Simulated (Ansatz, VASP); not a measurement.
# Two plane-wave programs on Ba

```
Ba
1.0
    -2.62653    2.62653    2.62653
     2.62653   -2.62653    2.62653
     2.62653    2.62653   -2.62653
Ba
1
Direct
  0.00000 0.00000 0.00000
```

Alike in both runs: task single point; functional revPBE; k mesh 14 × 14 × 14; occupations fermi-dirac, width 0.1 eV; no spin polarisation.

|  | VASP | Ansatz |
| --- | --- | --- |
| version | VASP 6.6.1 | Ansatz 0.2.0 |
| potentials or method | VASP PAW PBE potentials, release 64 (Ba_sv), cutoff 520 eV | plane waves (420 eV) with PAW, scalar-relativistic |
| valence electrons in the cell | 10 | 10 |

|  | VASP | Ansatz | Ansatz less VASP |
| --- | --- | --- | --- |
| pressure (GPa) | -0.5 | -0.5 | -0.02 |

VASP's potentials were made for PBE, not for revPBE.

Neither program's run includes spin-orbit coupling.
